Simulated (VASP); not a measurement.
# Pt (R-3m) in VASP: further runs, part 2 of 3

VASP 6.6.1. Earlier steps stand in the parts before.

## (3) Single point, PBEsol (15.20 Å³/atom)

This run uses another cell than the first one, of 15.20 Å³/atom.

Contents of INCAR:

```
ALGO = Fast
EDIFF = 1E-7
ENCUT = 520
GGA = PS
ISIF = 2
ISMEAR = 0
LASPH = True
LCHARG = False
LREAL = False
LWAVE = False
NBANDS = 11
NELM = 80
PREC = Accurate
SIGMA = 0.15
```

Contents of KPOINTS:

```
k-points
0
Gamma
  22 22 22
```

Contents of POSCAR:

```
Pt
1.0
   -1.9755154200      1.5866461187      1.5866461187
    1.5866461187     -1.9755154200      1.5866461187
    1.5866461187      1.5866461187     -1.9755154200
Pt
1
Direct
    0.0000000000      0.0000000000      0.0000000000
```

Potentials or basis: VASP PAW PBE potentials, release 64 (Pt).

On the command line:

```bash
> cat potpaw_PBE.64/Pt/POTCAR > POTCAR
> mpirun -np 1 vasp_std > vasp.out
```

OUTCAR:

```text
EDIFF = 1E-7
   ENCUT = 520
   GGA = PS
   ISIF = 2
   ISMEAR = 0
   LASPH = True
   LREAL = False
   NELM = 80
   PREC = Accurate

 ion  position               nearest neighbor table
   1  0.000  0.000  0.000-

  LATTYP: Found a trigonal (rhomboedric) cell.
 ALAT       =     2.9895740477
 COS(alpha) =    -0.4197392560

  Lattice vectors:

 A1 = (  -1.9755154200,   1.5866461187,   1.5866461187)
 A2 = (   1.5866461187,  -1.9755154200,   1.5866461187)
 A3 = (   1.5866461187,   1.5866461187,  -1.9755154200)

Analysis of symmetry for initial positions (statically):
=====================================================================
 Subroutine PRICEL returns:
 Original cell was already a primitive cell.

 Routine SETGRP: Setting up the symmetry group for a
 trigonal (rhombohedral) supercell.

 Subroutine GETGRP returns: Found 12 space group operations
 (whereof 12 operations were pure point group operations)
 out of a pool of 12 trial point group operations.

The static configuration has the point symmetry D_3d.

Analysis of symmetry for dynamics (positions and initial velocities):
=====================================================================
 Subroutine PRICEL returns:
 Original cell was already a primitive cell.

 Routine SETGRP: Setting up the symmetry group for a
 trigonal (rhombohedral) supercell.

 Subroutine GETGRP returns: Found 12 space group operations
 (whereof 12 operations were pure point group operations)
 out of a pool of 12 trial point group operations.

The dynamic configuration has the point symmetry D_3d.

 Subroutine INISYM returns: Found 12 space group operations
 (whereof 12 operations are pure point group operations),
 and found     1 'primitive' translations

----------------------------------------------------------------------------------------

                                     Primitive cell

  volume of cell :      15.1986

  direct lattice vectors                    reciprocal lattice vectors
    -1.975515420  1.586646119  1.586646119     0.091141075  0.371869500  0.371869500
     1.586646119 -1.975515420  1.586646119     0.371869500  0.091141075  0.371869500
     1.586646119  1.586646119 -1.975515420     0.371869500  0.371869500  0.091141075

  length of vectors
     2.989574048  2.989574048  2.989574048     0.533742022  0.533742022  0.533742022

  position of ions in fractional coordinates (direct lattice)
     0.000000000  0.000000000  0.000000000

  ion indices of the primitive-cell ions
   primitive index   ion index
                 1           1

----------------------------------------------------------------------------------------

 KPOINTS: k-points

Automatic generation of k-mesh.
 Grid dimensions read from file:
 generate k-points for:   22   22   22

 Generating k-lattice:

  Cartesian coordinates                     Fractional coordinates (reciprocal lattice)
     0.004142776  0.016903159  0.016903159     0.045454545 -0.000000000  0.000000000
     0.016903159  0.004142776  0.016903159    -0.000000000  0.045454545  0.000000000
     0.016903159  0.016903159  0.004142776    -0.000000000 -0.000000000  0.045454545

  Length of vectors
     0.024261001  0.024261001  0.024261001

  Shift w.r.t. Gamma in fractional coordinates (k-lattice)
     0.000000000  0.000000000  0.000000000

 Subroutine IBZKPT returns following result:
 ===========================================

 Found   1024 irreducible k-points:

 Following reciprocal coordinates:
            Coordinates               Weight
  0.000000  0.000000  0.000000      1.000000
  0.045455 -0.000000  0.000000      6.000000
  0.090909 -0.000000  0.000000      6.000000
  0.136364  0.000000  0.000000      6.000000
  0.181818  0.000000  0.000000      6.000000
  0.227273  0.000000  0.000000      6.000000
[... 16 lines left out ...]
  0.500000  0.045455  0.000000     12.000000
 -0.454545  0.045455  0.000000     12.000000
 [... further k-points ...]
   k-points           NKPTS =   1024   k-points in BZ     NKDIM =   1024   number of bands    NBANDS=     11
   number of dos      NEDOS =    301   number of ions     NIONS =      1
   total plane-waves  NPLWV =  13824
   dimension x,y,z NGX =    24 NGY =   24 NGZ =   24
   dimension x,y,z NGXF=    48 NGYF=   48 NGZF=   48
   ions per type =               1
   NGX,Y,Z   is equivalent  to a cutoff of  13.35, 13.35, 13.35 a.u.
   NGXF,Y,Z  is equivalent  to a cutoff of  26.69, 26.69, 26.69 a.u.
 SYSTEM =  unknown system
   PREC   = accura    normal or accurate (medium, high low for compatibility)
   ISTART =      0    job   : 0-new  1-cont  2-samecut
   ICHARG =      2    charge: 1-file 2-atom 10-const
   ISPIN  =      1    spin polarized calculation?
   LNONCOLLINEAR =      F non collinear calculations
   LSORBIT =      F    spin-orbit coupling
   LASPH  =      T    aspherical Exc in radial PAW
   ENCUT  =  520.0 eV  38.22 Ry    6.18 a.u.   5.56  5.56  5.56*2*pi/ulx,y,z
   NELM   =     80;   NELMIN=  2; NELMDL= -5     # of ELM steps
   EDIFF  = 0.1E-06   stopping-criterion for ELM
   LREAL  =      F    real-space projection
   EDIFFG = 0.1E-05   stopping-criterion for IOM
   NSW    =      0    number of steps for IOM
   IBRION =     -1    ionic relax: 0-MD 1-quasi-New 2-CG
   NFREE  =      0    steps in history (QN), initial steepest desc. (CG)
   ISIF   =      2    stress and relaxation
   ISYM   =      2    0-nonsym 1-usesym 2-fastsym
   POTIM  = 0.5000    time-step for ionic-motion
   TEBEG  =    0.0;   TEEND  =   0.0 temperature during run
   PSTRESS=    0.0 pullay stress
   NELECT =      10.0000    total number of electrons
   NUPDOWN=      -1.0000    fix difference up-down
   EMIN   =  10.00;   EMAX   =-10.00  energy-range for DOS
   EFERMI =   0.00;   METHOD = LEGACY
   ISMEAR =     0;   SIGMA  =   0.15  broadening in eV -4-tet -1-fermi 0-gaus
   EFERMI_NEDOS =   21; number of points for ismear=-14 and -15
   IALGO  =     68    algorithm
   IMIX   =      4    mixing-type and parameters
     AMIX     =   0.40;   BMIX     =  1.00
     AMIX_MAG =   1.60;   BMIX_MAG =  1.00
  volume/ion in A,a.u.               =      15.20       102.57
  Fermi-wavevector in a.u.,A,eV,Ry     =   1.423881  2.690746 27.584968  2.027438
  Thomas-Fermi vector in A             =   2.544432
   LORBIT       =      0    0 simple, 1 ext, 2 COOP (PROOUT), +10 PAW based schemes
   GGA     = PS    functional components
   LHFCALC =     F    Hartree Fock is set to
   AEXX    =    0.0000 exact exchange contribution
   IVDW    =     0    specifies the selected vdW correction
   LEPSILON=     F    determine dielectric tensor
   LRPA    =     F    only Hartree local field effects (RPA)
 non-spin polarized calculation
 RMM-DIIS sequential band-by-band and
 Gauss-broadening in eV      SIGMA  =   0.15
  energy-cutoff  :      520.00
  volume of cell :       15.20
 maximum number of plane-waves:       435
   NGX = 11   NGY = 11   NGZ = 11

 number of electron      10.0000000 magnetization

 Free energy of the ion-electron system (eV)
  ---------------------------------------------------
  ext. energy  EPLUGINS =         0.00000000
  ---------------------------------------------------
  free energy    TOTEN  =        -4.08087781 eV

  energy without entropy =       -4.07259615  energy(sigma->0) =       -4.07673698

 E-fermi :  11.6379     XC(G=0): -13.3930

 val. band max:       11.6360880914   @ k =  -0.4545   0.2273   0.1364
 cond. band min:      11.6383127411   @ k =  -0.3636   0.1364   0.1364
 fundamental gap:      0.0022246498
 Fermi energy:        11.6378838136

 k-point     1 :       0.0000    0.0000    0.0000
  band No.  band energies     occupation
      1       0.2716      2.00000
      2       2.2388      2.00000
      3       6.9410      2.00000
      4       6.9410      2.00000
      5      12.4505      0.00000
      6      12.4505      0.00000
      7      23.8466      0.00000
      8      26.8172      0.00000
      9      26.8172      0.00000
     10      36.2035      0.00000
     11      36.2035      0.00000
[... 309 lines left out ...]
 k-point    24 :      -0.4545    0.0455    0.0000
  band No.  band energies     occupation
      1       3.1780      2.00000
      2       4.5079      2.00000
      3       8.6550      2.00000
      4       9.0341      2.00000
      5      11.2066      1.99995
      6      13.4911      0.00000
      7      23.7173      0.00000
      8      23.9677      0.00000
      9      27.7003      0.00000
     10      33.3975      0.00000
     11      34.1620      0.00000

 [... further k-points ...]

------------------------ aborting loop because EDIFF is reached ----------------------------------------

  FORCE on cell =-STRESS in cart. coord.  units (eV):
  Direction    XX          YY          ZZ          XY          YZ          ZX
  --------------------------------------------------------------------------------------
  -------------------------------------------------------------------------------------
  Total        8.2430756      8.2430756      8.2430756      8.7817648      8.7817648      8.7817648
  in kB      868.9539112    868.9539112    868.9539112    925.7404884    925.7404884    925.7404884
  external PRESSURE =     868.9539112 kB  Pullay stress =       0.0000000 kB

 VOLUME and BASIS-vectors are now :
 -----------------------------------------------------------------------------
  energy-cutoff  :      520.00
  volume of cell :       15.20
      direct lattice vectors                 reciprocal lattice vectors
    -1.975515420  1.586646119  1.586646119     0.091141075  0.371869500  0.371869500
     1.586646119 -1.975515420  1.586646119     0.371869500  0.091141075  0.371869500
     1.586646119  1.586646119 -1.975515420     0.371869500  0.371869500  0.091141075

 POSITION                                       TOTAL-FORCE (eV/Angst)
 -----------------------------------------------------------------------------------
      0.00000      0.00000      0.00000         0.000000     -0.000000      0.000000
 -----------------------------------------------------------------------------------
    total drift:                                0.000000      0.000000     -0.000000

  FREE ENERGIE OF THE ION-ELECTRON SYSTEM (eV)
  ---------------------------------------------------
  free  energy   TOTEN  =        -4.0808778087 eV

  energy  without entropy=       -4.0725961522  energy(sigma->0) =       -4.07673698
```

Run time: 64 s. Hardware: 1 thread of Intel Xeon 6975P-C (Granite Rapids), shared host; peak memory 0.3 GiB.

Results:

```
Free energy            : -4.0809 eV
Pressure               : 86.9 GPa
Band gap on the k mesh : zero (bands 5 and 6 overlap by 5.47 eV)
```

Caveat: the cell stands under pressure; the PAW data sets were made with another functional, which shifts forces and pressure a little; spin-orbit coupling is left out, which moves the levels of the heavy elements.

[end of part 2 of 3]
